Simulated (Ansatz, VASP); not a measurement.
# Two plane-wave programs on AgCl

File INCAR:

```
  PREC = Accurate
  ENCUT = 520
  EDIFF = 1E-6
  ISMEAR = 0
  SIGMA = 0.05
  LREAL = False
  LASPH = True
  NELM = 60
  ALGO = Normal
  ISIF = 2
  LWAVE = False
  LCHARG = False
  GGA = PE
  NBANDS = 16
```

Contents of KPOINTS:

```
regular mesh
0
Gamma
  8 8 8
```

The input POSCAR:

```
AgCl
1.0
    0.0000000000      2.8840760000      2.5512980000
    2.8840760000      0.0000000000      2.5512980000
    2.8840760000      2.8840760000      0.0000000000
Ag Cl
1 1
Direct
    0.5000000000      0.5000000000      0.5000000000
    0.0000000000      0.0000000000      0.0000000000
```

Input for Ansatz:

```yaml
crystal:
  lattice:
    - [0.0, 2.884076, 2.551298]
    - [2.884076, 0.0, 2.551298]
    - [2.884076, 2.884076, 0.0]
  atoms:
    - { symbol: Ag, position: [0.5, 0.5, 0.5] }
    - { symbol: Cl, position: [0.0, 0.0, 0.0] }
basis:
  ecutwfc: 420
kpoints:
  mp_grid: { grid: [8, 8, 8] }
hamiltonian:
  xc: pbe
scf:
  occupations: { method: gaussian, width: 0.05 }
output:
  forces: true
  stress: true
  eigenvalues: true
```

Change from the starting cell: strain +0.040 along x and y, -0.080 along z, atoms carried along.

Alike in both runs: task single point; functional PBE; k mesh 8 × 8 × 8; occupations gaussian, width 0.05 eV; no spin polarisation.

```csv
,VASP,Ansatz
version,VASP 6.6.1,Ansatz 0.2.0
potentials or method,"VASP PAW PBE potentials, release 64 (Ag, Cl), cutoff 520 eV","scalar-relativistic, plane waves, PAW"
valence electrons in the cell,18,26
```

Ansatz gave:

```
gap on the k mesh at the Fermi level (eV)                     : 0.71
least direct gap on the mesh (eV)                             : 3.27
pressure (GPa)                                                : 3.3
traceless stress, the component that is largest in VASP (GPa) : 2.83
```

Estimate VASP's values.

gap on the k mesh at the Fermi level (eV): 0.71; least direct gap on the mesh (eV): 3.27; pressure (GPa): 3.2; traceless stress, the component that is largest in VASP (GPa): 2.76.

The functional is the same, so the differences come from potentials, cutoffs and numerics. VASP's potentials hold 18 valence electrons a cell and Ansatz's 26, so a difference there can come from the potentials and not from the codes.
